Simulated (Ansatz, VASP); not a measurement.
# SnTe2: VASP beside Ansatz

File INCAR:

```
  PREC = Accurate
  ENCUT = 520
  EDIFF = 1E-6
  ISMEAR = -1
  SIGMA = 0.02
  LREAL = F
  LASPH = T
  NELM = 80
  ALGO = Normal
  ISIF = 2
  LWAVE = F
  LCHARG = F
  GGA = PE
  IVDW = 12
  NBANDS = 35
```

Contents of KPOINTS:

```
Automatic mesh
0
Gamma
  4 4 4
```

The input POSCAR:

```
SnTe2
1.0
    6.9585660197      0.0000000000      0.0000000000
    0.0000000000      6.9585660197      0.0000000000
    0.0000000000      0.0000000000      4.4179125098
Sn Te
2 4
Direct
    0.0000000000      0.0000000000      0.0000000000
    0.5000000000      0.5000000000      0.5000000000
    0.3023537661      0.3023537661      0.0000000000
    0.1976462339      0.8023537661      0.5000000000
    0.8023537661      0.1976462339      0.5000000000
    0.6976462339      0.6976462339      0.0000000000
```

Input for Ansatz:

```yaml
crystal:
  lattice:
    - [6.9585660197, 0.0, 0.0]
    - [0.0, 6.9585660197, 0.0]
    - [0.0, 0.0, 4.4179125098]
  atoms:
    - { symbol: Sn, position: [0.0, 0.0, 0.0] }
    - { symbol: Sn, position: [0.5, 0.5, 0.5] }
    - { symbol: Te, position: [0.3023537661, 0.3023537661, 0.0] }
    - { symbol: Te, position: [0.1976462339, 0.8023537661, 0.5] }
    - { symbol: Te, position: [0.8023537661, 0.1976462339, 0.5] }
    - { symbol: Te, position: [0.6976462339, 0.6976462339, 0.0] }
kpoints:
  mp_grid: { grid: [4, 4, 4] }
hamiltonian:
  xc: pbe
  dispersion: d3bj
scf:
  occupations: { method: fermi_dirac, width: 0.02 }
  n_extra_bands: 5
output:
  forces: true
  stress: true
  eigenvalues: true
```

Alike in both runs: task single point; functional PBE; dispersion D3(BJ); k mesh 4 × 4 × 4; occupations fermi-dirac, width 0.02 eV; no spin polarisation.

|  | VASP | Ansatz |
| --- | --- | --- |
| version | VASP 6.6.1 | Ansatz 0.2.0 |
| potentials or method | VASP PAW PBE potentials, release 64 (Sn_d, Te) | plane waves |
| plane-wave cutoff (eV) | 520 | 420 |
| valence electrons in the cell | 52 | 92 |

```tsv
	VASP	Ansatz	Ansatz less VASP
pressure (GPa)	-0.5	-0.5	+0.02
traceless stress, the component that is largest in VASP (GPa)	0.07	0.06	-0.015
rms of the force components (eV/Å)	0.068	0.067	-0.0007
```

Atom by atom the forces differ by 0.001 eV/Å (rms over components). VASP's potentials hold 52 valence electrons a cell and Ansatz's 92, so a difference there can come from the potentials and not from the codes.

Spin-orbit coupling is off throughout.
